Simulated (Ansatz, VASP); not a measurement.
## SiC: VASP beside Ansatz

```xyz
12
Lattice="3.0593 0.0000 0.0000 -1.5297 2.6495 0.0000 0.0000 0.0000 15.0105" Properties=species:S:1:pos:R:3 pbc="T T T"
Si    0.0000    0.0000   -0.0006
Si    0.0000    1.7663    2.5021
Si    1.5297    0.8832    5.0012
Si    0.0000    0.0000    7.5046
Si    1.5297    0.8832   10.0073
Si    0.0000    1.7663   12.5064
C     0.0000    0.0000    1.8811
C     0.0000    1.7663    4.3783
C     1.5297    0.8832    6.8774
C     0.0000    0.0000    9.3863
C     1.5297    0.8832   11.8835
C     0.0000    1.7663   14.3826
```

Alike in both runs: functional LDA; k mesh 8 × 8 × 2; no spin polarisation.

Ansatz relaxed the structure, and its values are those at the end. VASP's run is a single point on that final structure, the one shown.

|  | VASP | Ansatz |
| --- | --- | --- |
| version | VASP 6.6.1 | Ansatz 0.2.0 |
| potentials or method | VASP PAW LDA potentials, release 64 (Si, C), cutoff 520 eV | scalar-relativistic, plane waves, PAW |
| occupations | gaussian, width 0.01 eV | fixed |
| valence electrons in the cell | 48 | 48 |

```csv
,VASP,Ansatz,Ansatz less VASP
gap on the k mesh at the Fermi level (eV),1.97,1.98,+0.011
least direct gap on the mesh (eV),3.07,3.08,+0.012
pressure (GPa),0.4,0.0,-0.40
```

LDA's correlation is that of Perdew and Zunger in VASP and of Perdew and Wang (1992) in Ansatz.
